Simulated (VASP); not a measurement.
Write the native input for VASP 6.6.1 that does the following.

| Quantity | Value |
| --- | --- |
| Task | single point |
| Functional | PBEsol |
| Potentials or basis | VASP PAW PBE potentials, release 64 (Ta_pv, N) |
| Cutoff | 520 eV |
| k mesh | 11 × 11 × 10 |
| Occupations | fermi-dirac, width 0.1 eV |
| Spin | no spin polarisation |
| Dipole correction | no |
| Further INCAR settings | ALGO = Normal; EDIFF = 1e-07; NBANDS = 15 |

The structure of TaN lies in POSCAR:

```
TaN
1.0
    2.8626331906      0.0000000000      0.0000000000
   -1.4313165953      2.4791134191      0.0000000000
    0.0000000000      0.0000000000      2.8090440737
Ta N
1 1
Direct
    0.3333333333      0.6666666667      0.5000000000
    0.0000000000      0.0000000000      0.0000000000
```

One way to write it, as run:

INCAR

```
SYSTEM = TaN
  PREC = Accurate
  ENCUT = 520
  EDIFF = 1E-7
  ISMEAR = -1
  SIGMA = 0.1
  LREAL = .FALSE.
  LASPH = .TRUE.
  NELM = 100
  ALGO = Normal
  ISIF = 2
  LWAVE = .FALSE.
  LCHARG = .FALSE.
  GGA = PS
  NBANDS = 15
```

KPOINTS

```
regular mesh
0
G
  11 11 10
  0 0 0
```

Potentials or basis: VASP PAW PBE potentials, release 64 (Ta_pv, N).

Launch:

```bash
$ cat potpaw_PBE.64/Ta_pv/POTCAR potpaw_PBE.64/N/POTCAR > POTCAR
$ mpirun -np 1 vasp_std > vasp.out
```

Results of the run:

```yaml
Pressure: 28.0 GPa
Band_gap_on_the_k_mesh: zero (band 8 reaches 9.35 eV, above the bottom of band 9 at 8.80 eV)
```

Caveat: the PAW data sets were made with another functional, which shifts forces and pressure a little; spin-orbit coupling is left out, which moves the levels of the heavy elements.

Wall time 59 s on 1 thread of AMD EPYC 7R13, on a shared host, peak memory 0.13 GiB.
